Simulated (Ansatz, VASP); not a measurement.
# Au: VASP beside Ansatz

File INCAR:

```
SYSTEM = Au
PREC = Accurate ; ENCUT = 520
EDIFF = 1E-6 ; ISMEAR = 0
SIGMA = 0.1 ; LREAL = .FALSE.
LASPH = .TRUE. ; NELM = 100
ALGO = Normal ; ISIF = 2
LWAVE = .FALSE. ; LCHARG = .FALSE.
GGA = PS ; NBANDS = 18
```

File KPOINTS:

```
regular mesh
0
G
  16 16 8
  0 0 0
```

The input POSCAR:

```
Au
1.0
    2.8462623533     -0.0179346653     -0.0188356218
   -0.0310614928      2.8931919584     -0.0563169205
   -1.1757193869     -1.3072975986      5.1285123212
Au
2
Direct
    0.3431106143      0.2933686066      0.7648218185
    0.6568893857      0.7066313934      0.2351781815
```

Input for Ansatz:

```yaml
crystal:
  lattice:
    - [2.8462623533, -0.0179346653, -0.0188356218]
    - [-0.0310614928, 2.8931919584, -0.0563169205]
    - [-1.1757193869, -1.3072975986, 5.1285123212]
  atoms:
    - { symbol: Au, position: [0.3431106143, 0.2933686066, 0.7648218185] }
    - { symbol: Au, position: [0.6568893857, 0.7066313934, 0.2351781815] }
basis:
  ecutwfc: 420
kpoints:
  mp_grid: { grid: [16, 16, 8] }
hamiltonian:
  xc: pbesol
scf:
  occupations: { method: gaussian, width: 0.1 }
output:
  forces: true
  stress: true
  eigenvalues: true
  populations: true
```

Change from the starting cell: all atoms moved at random, cell strained at random.

Alike in both runs: task single point; functional PBEsol; k mesh 16 × 16 × 8; occupations gaussian, width 0.1 eV; no spin polarisation.

|  | VASP | Ansatz |
| --- | --- | --- |
| version | VASP 6.6.1 | Ansatz 0.2.0 |
| potentials or method | VASP PAW PBE potentials, release 64 (Au), cutoff 520 eV | scalar-relativistic, plane waves, PAW |
| valence electrons in the cell | 22 | 38 |

VASP gave:

* gap on the k mesh at the Fermi level (eV): none
* pressure (GPa): -7.3
* traceless stress, the component that is largest in VASP (GPa): 11.83
* rms of the force components (eV/Å): 1.489

Task: Which values does Ansatz return?

Result: gap on the k mesh at the Fermi level (eV): none; pressure (GPa): -7.1; traceless stress, the component that is largest in VASP (GPa): 11.87; rms of the force components (eV/Å): 1.496.

VASP's potentials were made for PBE, not for PBEsol. Atom by atom the forces differ by 0.007 eV/Å (rms over components). A gap of «none» marks a metal or a gap that the smearing closes. VASP's potentials hold 22 valence electrons a cell and Ansatz's 38, so a difference there can come from the potentials and not from the codes.

Spin-orbit coupling is off throughout.
